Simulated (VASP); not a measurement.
A run of VASP 6.6.1:

The input INCAR:

```
  PREC = Accurate
  ENCUT = 520
  EDIFF = 1E-6
  ISMEAR = 0
  SIGMA = 0.1
  LREAL = False
  LASPH = True
  NELM = 80
  ALGO = Normal
  ISIF = 2
  LWAVE = False
  LCHARG = True
  GGA = PE
  LELF = True
  LVHAR = True
  NBANDS = 12
```

The input KPOINTS:

```
regular mesh
0
Gamma
  14 14 12
```

File POSCAR:

```
AlH
1.0
    3.1736042332     -2.3761328480     -0.0873087148
    3.1736042332      2.3761328480     -0.0873087148
   -3.0629419865      0.0000000000      3.8588346104
Al H
2 2
Direct
    0.1762376417      0.1762376417      0.8525986876
    0.8237623583      0.8237623583      0.1474013124
    0.8199560444      0.8199560444      0.5005799199
    0.1800439556      0.1800439556      0.4994200801
```

Potentials or basis: VASP PAW PBE potentials, release 64 (Al, H).

Command:

```sh
$ cat potpaw_PBE.64/Al/POTCAR potpaw_PBE.64/H/POTCAR > POTCAR
$ mpirun -np 1 vasp_std > vasp.out
```

Hardware: 1 thread of Intel(R) Xeon(R) Platinum 8488C (Sapphire Rapids) (shared host).

Task: Estimate the wall time of this run.

Result: Wall time 5.1 min on 1 thread of Intel(R) Xeon(R) Platinum 8488C (Sapphire Rapids), on a shared host, peak memory 0.47 GiB. Counts: scf iterations 13, k points 639.
